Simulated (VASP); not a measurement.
# NaZnCl3 in VASP: further runs

Aim: see how the results for NaZnCl3 move with the level of theory and the settings. Levels: r2SCAN, PBE. Tasks: single point.

All numbers are computed with VASP 6.6.1; they aren't measurements. Logs are shortened: lines on timing, memory, paths and dates and some standing lists are left out, and cuts for length are marked.

### Step 1. The cell of the first run

It takes space group P4/mmm (No. 123, tetragonal). Conventional cell: a = 4.931 Å, b = 4.931 Å, c = 4.798 Å, α = 90.00°, β = 90.00°, γ = 90.00°. Na (site symmetry 4/mmm) has 12 Cl at 3.44 to 3.49 Å and 8 Zn at 4.23 Å within 4.5 Å. Within 3.2 Å of Zn (site symmetry 4/mmm) lie 6 Cl at 2.40 to 2.47 Å. Within 3.2 Å of Cl (site symmetry 4/mmm) lie 2 Zn at 2.40 Å. Within 3.3 Å of Cl (site symmetry mmm) lie 2 Zn at 2.47 Å.

### Step 2. Single point, r2SCAN (epitaxial xy strain +1.5%)

Input file POSCAR:

```
NaZnCl3
1.0
    4.9309037434      0.0000000000      0.0000000000
    0.0000000000      4.9309037434      0.0000000000
    0.0000000000      0.0000000000      4.7980446741
Na Zn Cl
1 1 3
Direct
    0.0000000000      0.0000000000      0.0000000000
    0.5000000000      0.5000000000      0.5000000000
    0.5000000000      0.5000000000      0.0000000000
    0.5000000000      0.0000000000      0.5000000000
    0.0000000000      0.5000000000      0.5000000000
```

Input file INCAR.step1:

```
SYSTEM = NaZnCl3
  PREC = Accurate
  ENCUT = 520
  ISMEAR = 0
  SIGMA = 0.01
  LREAL = .FALSE.
  LASPH = .TRUE.
  NELM = 100
  NBANDS = 28
  GGA = PE
  ALGO = Normal
  EDIFF = 1E-4
  LWAVE = .TRUE.
  LCHARG = .FALSE.
```

Input file INCAR.step2:

```
SYSTEM = NaZnCl3
  PREC = Accurate
  ENCUT = 520
  EDIFF = 1E-7
  ISMEAR = 0
  SIGMA = 0.01
  LREAL = .FALSE.
  LASPH = .TRUE.
  NELM = 100
  ALGO = Normal
  ISIF = 2
  LWAVE = .FALSE.
  LCHARG = .FALSE.
  METAGGA = R2SCAN
  LMIXTAU = .TRUE.
  NBANDS = 28
  ISTART = 1
```

Input file KPOINTS:

```
regular mesh
0
G
  6 6 6
  0 0 0
```

Potentials or basis: VASP PAW PBE potentials, release 64 (Na_pv, Zn, Cl).

Command:

```sh
$ cat potpaw_PBE.64/Na_pv/POTCAR potpaw_PBE.64/Zn/POTCAR potpaw_PBE.64/Cl/POTCAR > POTCAR
$ cp INCAR.step1 INCAR
$ mpirun -np 1 vasp_std > vasp.out
$ cp INCAR.step2 INCAR
$ mpirun -np 1 vasp_std > vasp.out
```

OUTCAR:

```text
SYSTEM = NaZnCl3
   PREC = Accurate
   ENCUT = 520
   EDIFF = 1E-7
   ISMEAR = 0
   LREAL = .FALSE.
   LASPH = .TRUE.
   NELM = 100
   ISIF = 2
   METAGGA = R2SCAN
   ISTART = 1

 ion  position               nearest neighbor table
   1  0.000  0.000  0.000-
   2  0.500  0.500  0.500-   3 2.40   3 2.40   5 2.47   4 2.47   4 2.47   5 2.47
   3  0.500  0.500  0.000-   2 2.40   2 2.40
   4  0.500  0.000  0.500-   2 2.47   2 2.47
   5  0.000  0.500  0.500-   2 2.47   2 2.47

  LATTYP: Found a simple tetragonal cell.
 ALAT       =     4.9309037434
 C/A-ratio  =     0.9730558380

  Lattice vectors:

 A1 = (   4.9309037434,   0.0000000000,   0.0000000000)
 A2 = (   0.0000000000,   4.9309037434,   0.0000000000)
 A3 = (   0.0000000000,   0.0000000000,   4.7980446741)

Analysis of symmetry for initial positions (statically):
=====================================================================
 Subroutine PRICEL returns:
 Original cell was already a primitive cell.

 Routine SETGRP: Setting up the symmetry group for a
 simple tetragonal supercell.

 Subroutine GETGRP returns: Found 16 space group operations
 (whereof 16 operations were pure point group operations)
 out of a pool of 16 trial point group operations.

The static configuration has the point symmetry D_4h.

Analysis of symmetry for dynamics (positions and initial velocities):
=====================================================================
 Subroutine PRICEL returns:
 Original cell was already a primitive cell.

 Routine SETGRP: Setting up the symmetry group for a
 simple tetragonal supercell.

 Subroutine GETGRP returns: Found 16 space group operations
 (whereof 16 operations were pure point group operations)
 out of a pool of 16 trial point group operations.

The dynamic configuration has the point symmetry D_4h.

 Subroutine INISYM returns: Found 16 space group operations
 (whereof 16 operations are pure point group operations),
 and found     1 'primitive' translations

----------------------------------------------------------------------------------------

                                     Primitive cell

  volume of cell :     116.6588

  direct lattice vectors                    reciprocal lattice vectors
     4.930903743  0.000000000  0.000000000     0.202802580  0.000000000  0.000000000
     0.000000000  4.930903743  0.000000000     0.000000000  0.202802580  0.000000000
     0.000000000  0.000000000  4.798044674     0.000000000  0.000000000  0.208418234

  length of vectors
     4.930903743  4.930903743  4.798044674     0.202802580  0.202802580  0.208418234

  position of ions in fractional coordinates (direct lattice)
     0.000000000  0.000000000  0.000000000
     0.500000000  0.500000000  0.500000000
     0.500000000  0.500000000  0.000000000
     0.500000000  0.000000000  0.500000000
     0.000000000  0.500000000  0.500000000

  ion indices of the primitive-cell ions
   primitive index   ion index
                 1           1
                 2           2
                 3           3
                 4           4
                 5           5

----------------------------------------------------------------------------------------

 KPOINTS: regular mesh

Automatic generation of k-mesh.
 Grid dimensions read from file:
 generate k-points for:    6    6    6

 Generating k-lattice:

  Cartesian coordinates                     Fractional coordinates (reciprocal lattice)
     0.033800430  0.000000000  0.000000000     0.166666667  0.000000000  0.000000000
     0.000000000  0.033800430  0.000000000     0.000000000  0.166666667  0.000000000
     0.000000000  0.000000000  0.034736372     0.000000000  0.000000000  0.166666667

  Length of vectors
     0.033800430  0.033800430  0.034736372

  Shift w.r.t. Gamma in fractional coordinates (k-lattice)
     0.000000000  0.000000000  0.000000000

 Subroutine IBZKPT returns following result:
 ===========================================

 Found     40 irreducible k-points:

 Following reciprocal coordinates:
            Coordinates               Weight
  0.000000  0.000000  0.000000      1.000000
  0.166667  0.000000  0.000000      4.000000
  0.333333  0.000000  0.000000      4.000000
  0.500000  0.000000  0.000000      2.000000
  0.166667  0.166667  0.000000      4.000000
  0.333333  0.166667  0.000000      8.000000
[... 16 lines left out ...]
  0.333333  0.000000  0.333333      8.000000
  0.500000  0.000000  0.333333      4.000000
 [... further k-points ...]
   k-points           NKPTS =     40   k-points in BZ     NKDIM =     40   number of bands    NBANDS=     28
   number of dos      NEDOS =    301   number of ions     NIONS =      5
   total plane-waves  NPLWV =  57600
   dimension x,y,z NGX =    40 NGY =   40 NGZ =   36
   dimension x,y,z NGXF=    80 NGYF=   80 NGZF=   72
   ions per type =               1   1   3
   NGX,Y,Z   is equivalent  to a cutoff of  13.49, 13.49, 12.47 a.u.
   NGXF,Y,Z  is equivalent  to a cutoff of  26.97, 26.97, 24.95 a.u.
 SYSTEM =  NaZnCl3
   PREC   = accura    normal or accurate (medium, high low for compatibility)
   ISTART =      1    job   : 0-new  1-cont  2-samecut
   ICHARG =      0    charge: 1-file 2-atom 10-const
   ISPIN  =      1    spin polarized calculation?
   LNONCOLLINEAR =      F non collinear calculations
   LSORBIT =      F    spin-orbit coupling
   LASPH  =      T    aspherical Exc in radial PAW
   ENCUT  =  520.0 eV  38.22 Ry    6.18 a.u.   9.17  9.17  8.92*2*pi/ulx,y,z
   NELM   =    100;   NELMIN=  2; NELMDL=  0     # of ELM steps
   EDIFF  = 0.1E-06   stopping-criterion for ELM
   LREAL  =      F    real-space projection
   EDIFFG = 0.1E-05   stopping-criterion for IOM
   NSW    =      0    number of steps for IOM
   IBRION =     -1    ionic relax: 0-MD 1-quasi-New 2-CG
   NFREE  =      0    steps in history (QN), initial steepest desc. (CG)
   ISIF   =      2    stress and relaxation
   ISYM   =      2    0-nonsym 1-usesym 2-fastsym
   POTIM  = 0.5000    time-step for ionic-motion
   TEBEG  =    0.0;   TEEND  =   0.0 temperature during run
   PSTRESS=    0.0 pullay stress
   NELECT =      40.0000    total number of electrons
   NUPDOWN=      -1.0000    fix difference up-down
   EMIN   =  10.00;   EMAX   =-10.00  energy-range for DOS
   EFERMI =   0.00;   METHOD = LEGACY
   ISMEAR =     0;   SIGMA  =   0.01  broadening in eV -4-tet -1-fermi 0-gaus
   EFERMI_NEDOS =   21; number of points for ismear=-14 and -15
   IALGO  =     38    algorithm
   IMIX   =      4    mixing-type and parameters
     AMIX     =   0.40;   BMIX     =  1.00
     AMIX_MAG =   1.60;   BMIX_MAG =  1.00
  volume/ion in A,a.u.               =      23.33       157.45
  Fermi-wavevector in a.u.,A,eV,Ry     =   1.145836  2.165316 17.863628  1.312940
  Thomas-Fermi vector in A             =   2.282523
   LORBIT       =      0    0 simple, 1 ext, 2 COOP (PROOUT), +10 PAW based schemes
   METAGGA = R2SCAN    functional components
   LHFCALC =     F    Hartree Fock is set to
   AEXX    =    0.0000 exact exchange contribution
   IVDW    =     0    specifies the selected vdW correction
   LEPSILON=     F    determine dielectric tensor
   LRPA    =     F    only Hartree local field effects (RPA)
 non-spin polarized calculation
 Gauss-broadening in eV      SIGMA  =   0.01
  energy-cutoff  :      520.00
  volume of cell :      116.66
 maximum number of plane-waves:      3176
 NGX is ok and might be reduce to    40
   NGX = 19   NGY = 19   NGZ = 17

 number of electron      40.0000012 magnetization

 Free energy of the ion-electron system (eV)
  ---------------------------------------------------
  ext. energy  EPLUGINS =         0.00000000
  ---------------------------------------------------
  free energy    TOTEN  =       -38.00464226 eV

  energy without entropy =      -38.00464226  energy(sigma->0) =      -38.00464226

 E-fermi :  -0.2518     XC(G=0):  -8.8830

 val. band max:       -0.3175571011   @ k =   0.5000   0.5000   0.5000
 cond. band min:       1.9596449051   @ k =   0.0000   0.0000   0.0000
 fundamental gap:      2.2772020061
 Fermi energy:        -0.2518225542

 k-point     1 :       0.0000    0.0000    0.0000
  band No.  band energies     occupation
      1     -23.5782      2.00000
      2     -23.5782      2.00000
      3     -23.5767      2.00000
      4     -15.0035      2.00000
      5     -13.9629      2.00000
      6     -13.8970      2.00000
[... 20 lines left out ...]
     27       9.2963      0.00000
     28      11.7920      0.00000

 k-point     2 :       0.1667    0.0000    0.0000
  band No.  band energies     occupation
      1     -23.5784      2.00000
      2     -23.5782      2.00000
      3     -23.5766      2.00000
      4     -14.9480      2.00000
      5     -13.9834      2.00000
      6     -13.9235      2.00000
[... 20 lines left out ...]
     27       9.4461      0.00000
     28      11.6197      0.00000

 k-point     3 :       0.3333    0.0000    0.0000
  band No.  band energies     occupation
      1     -23.5788      2.00000
      2     -23.5782      2.00000
      3     -23.5766      2.00000
      4     -14.8127      2.00000
      5     -14.0914      2.00000
      6     -13.9343      2.00000
[... 20 lines left out ...]
     27       9.7735      0.00000
     28      10.3209      0.00000

 k-point     4 :       0.5000    0.0000    0.0000
  band No.  band energies     occupation
      1     -23.5790      2.00000
      2     -23.5782      2.00000
      3     -23.5766      2.00000
      4     -14.7217      2.00000
      5     -14.1746      2.00000
      6     -13.9339      2.00000
[... 578 lines left out ...]
     27      10.1542      0.00000
     28      10.3907      0.00000

 k-point    23 :       0.3333    0.0000    0.3333
  band No.  band energies     occupation
      1     -23.5787      2.00000
      2     -23.5781      2.00000
      3     -23.5773      2.00000
      4     -14.5770      2.00000
      5     -14.1665      2.00000
      6     -14.0188      2.00000
[... 20 lines left out ...]
     27       9.7313      0.00000
     28      10.3239      0.00000

 k-point    24 :       0.5000    0.0000    0.3333
  band No.  band energies     occupation
      1     -23.5789      2.00000
      2     -23.5781      2.00000
      3     -23.5773      2.00000
      4     -14.4945      2.00000
      5     -14.1580      2.00000
      6     -14.0919      2.00000
[... 20 lines left out ...]
     27       9.6612      0.00000
     28      10.2511      0.00000

 [... further k-points ...]

------------------------ aborting loop because EDIFF is reached ----------------------------------------

  FORCE on cell =-STRESS in cart. coord.  units (eV):
  Direction    XX          YY          ZZ          XY          YZ          ZX
  --------------------------------------------------------------------------------------
  -------------------------------------------------------------------------------------
  Total       -0.7082864     -0.7082864      0.0107201      0.0000000     -0.0000000      0.0000000
  in kB       -9.7275208     -9.7275208      0.1472283      0.0000000     -0.0000000      0.0000000
  external PRESSURE =      -6.4359378 kB  Pullay stress =       0.0000000 kB

 VOLUME and BASIS-vectors are now :
 -----------------------------------------------------------------------------
  energy-cutoff  :      520.00
  volume of cell :      116.66
      direct lattice vectors                 reciprocal lattice vectors
     4.930903743  0.000000000  0.000000000     0.202802580  0.000000000  0.000000000
     0.000000000  4.930903743  0.000000000     0.000000000  0.202802580  0.000000000
     0.000000000  0.000000000  4.798044674     0.000000000  0.000000000  0.208418234

 POSITION                                       TOTAL-FORCE (eV/Angst)
 -----------------------------------------------------------------------------------
      0.00000      0.00000      0.00000         0.000000      0.000000      0.000000
      2.46545      2.46545      2.39902         0.000000      0.000000      0.000000
      2.46545      2.46545      0.00000         0.000000      0.000000      0.000000
      2.46545      0.00000      2.39902         0.000000      0.000000      0.000000
      0.00000      2.46545      2.39902         0.000000      0.000000      0.000000
 -----------------------------------------------------------------------------------
    total drift:                               -0.000000      0.000000     -0.000000

  FREE ENERGIE OF THE ION-ELECTRON SYSTEM (eV)
  ---------------------------------------------------
  free  energy   TOTEN  =       -38.0046422636 eV

  energy  without entropy=      -38.0046422636  energy(sigma->0) =      -38.00464226
```

Wall time 8.4 min (1 thread of Intel Xeon 8259CL, shared host); peak memory 0.32 GiB.

What came out:

```
Free energy            : -38.0046 eV
Pressure               : -0.6 GPa
Band gap on the k mesh : 2.28 eV (least direct gap 2.87 eV)
```

Caveat: the cell differs from its parent crystal (epitaxial xy strain +1.5%); the PAW data sets were made with another functional, which shifts forces and pressure a little.

### Step 3. Single point, PBE

This run uses another cell than the first one, of 22.93 Å³/atom.

Input file INCAR:

```
PREC = Accurate ; ENCUT = 520
EDIFF = 1E-6 ; ISMEAR = -1
SIGMA = 0.02 ; LREAL = F
LASPH = T ; NELM = 100
ALGO = Normal ; ISIF = 2
LWAVE = F ; LCHARG = T
GGA = PE ; LELF = T
LVHAR = T ; NBANDS = 28
```

Input file KPOINTS:

```
Automatic mesh
0
Gamma
  6 6 6
```

POSCAR, as its differences from that of step 2:

```diff
@@ -2,5 +2,5 @@
 1.0
-    4.9309037434      0.0000000000      0.0000000000
-    0.0000000000      4.9309037434      0.0000000000
-    0.0000000000      0.0000000000      4.7980446741
+    4.8580332447      0.0000000000      0.0000000000
+    0.0000000000      4.8580332447      0.0000000000
+    0.0000000000      0.0000000000      4.8580332447
 Na Zn Cl
```

Potentials or basis: VASP PAW PBE potentials, release 64 (Na_pv, Zn, Cl).

Command:

```sh
$ cat potpaw_PBE.64/Na_pv/POTCAR potpaw_PBE.64/Zn/POTCAR potpaw_PBE.64/Cl/POTCAR > POTCAR
$ mpirun -np 1 vasp_std > vasp.out
```

OUTCAR:

```text
PREC = Accurate
   ENCUT = 520
   EDIFF = 1E-6
   ISMEAR = -1
   LREAL = F
   LASPH = T
   NELM = 100
   ISIF = 2
   GGA = PE

 ion  position               nearest neighbor table
   1  0.000  0.000  0.000-
   2  0.500  0.500  0.500-   3 2.43   4 2.43   5 2.43   3 2.43   4 2.43   5 2.43
   3  0.500  0.500  0.000-   2 2.43   2 2.43
   4  0.500  0.000  0.500-   2 2.43   2 2.43
   5  0.000  0.500  0.500-   2 2.43   2 2.43

  LATTYP: Found a simple cubic cell.
 ALAT       =     4.8580332447
[... 812 lines left out ...]
  --------------------------------------------------------------------------------------
  -------------------------------------------------------------------------------------
  Total        0.9577193      0.9577193      0.9577193      0.0000000     -0.0000000      0.0000000
  in kB       13.3834287     13.3834287     13.3834287      0.0000000     -0.0000000      0.0000000
  external PRESSURE =      13.3834287 kB  Pullay stress =       0.0000000 kB

 VOLUME and BASIS-vectors are now :
 -----------------------------------------------------------------------------
  energy-cutoff  :      520.00
  volume of cell :      114.65
      direct lattice vectors                 reciprocal lattice vectors
     4.858033245  0.000000000  0.000000000     0.205844619  0.000000000  0.000000000
     0.000000000  4.858033245  0.000000000     0.000000000  0.205844619  0.000000000
     0.000000000  0.000000000  4.858033245     0.000000000  0.000000000  0.205844619

 POSITION                                       TOTAL-FORCE (eV/Angst)
 -----------------------------------------------------------------------------------
      0.00000      0.00000      0.00000         0.000000      0.000000      0.000000
      2.42902      2.42902      2.42902         0.000000      0.000000      0.000000
      2.42902      2.42902      0.00000         0.000000      0.000000      0.000000
      2.42902      0.00000      2.42902         0.000000      0.000000      0.000000
      0.00000      2.42902      2.42902         0.000000      0.000000      0.000000
 -----------------------------------------------------------------------------------
    total drift:                                0.000000      0.000000      0.000000

  FREE ENERGIE OF THE ION-ELECTRON SYSTEM (eV)
  ---------------------------------------------------
  free  energy   TOTEN  =       -14.0728970146 eV

  energy  without entropy=      -14.0728970146  energy(sigma->0) =      -14.07289701
```

OSZICAR:

```text
N       E                     dE             d eps       ncg     rms          rms(c)
DAV:   1     0.362418039960E+03    0.36242E+03   -0.18532E+04  1128   0.152E+03
DAV:   2     0.308776336531E+02   -0.33154E+03   -0.31670E+03  1240   0.365E+02
DAV:   3    -0.135176363057E+02   -0.44395E+02   -0.43640E+02  1276   0.134E+02
DAV:   4    -0.149928126748E+02   -0.14752E+01   -0.14707E+01  1416   0.264E+01
DAV:   5    -0.150226096371E+02   -0.29797E-01   -0.29780E-01  1364   0.382E+00    0.767E+00
DAV:   6    -0.141471672143E+02    0.87544E+00   -0.12759E+00  1652   0.356E+01    0.577E+00
DAV:   7    -0.140768736703E+02    0.70294E-01   -0.12318E+00  1360   0.650E+00    0.276E+00
DAV:   8    -0.140741421884E+02    0.27315E-02   -0.13635E-01  1468   0.450E+00    0.854E-01
DAV:   9    -0.140727486593E+02    0.13935E-02   -0.20122E-02  1272   0.336E+00    0.134E-01
DAV:  10    -0.140729196278E+02   -0.17097E-03   -0.54863E-03  1344   0.140E+00    0.127E-01
DAV:  11    -0.140729113890E+02    0.82387E-05   -0.12807E-03  1256   0.306E-01    0.390E-02
DAV:  12    -0.140728946064E+02    0.16783E-04   -0.17524E-04  1572   0.221E-01    0.123E-02
DAV:  13    -0.140728967149E+02   -0.21085E-05   -0.55174E-05  1220   0.505E-02    0.466E-03
DAV:  14    -0.140728970146E+02   -0.29970E-06   -0.25333E-06  1264   0.251E-02
   1 F= -.14072897E+02 E0= -.14072897E+02  d E =-.158253E-11
```

stdout:

```text
POSCAR found type information on POSCAR NaZnCl
 POSCAR found :  3 types and       5 ions
 scaLAPACK will be used
 LDA part: xc-table for (Slater+PW92), standard interpolation
 POSCAR, INCAR and KPOINTS ok, starting setup
 FFT: planning ... GRIDC
 FFT: planning ... GRID_SOFT
 FFT: planning ... GRID
 WAVECAR not read
 entering main loop
```

Wall time 25 s (1 thread of Intel Xeon 6975P-C (Granite Rapids), shared host); peak memory 0.23 GiB.

Results:

| Item | Value |
| --- | --- |
| Free energy | -14.0729 eV |
| Pressure | 1.3 GPa |
| Band gap on the k mesh | 1.69 eV (least direct gap 2.28 eV) |

(Continued in part 2 of 2.)
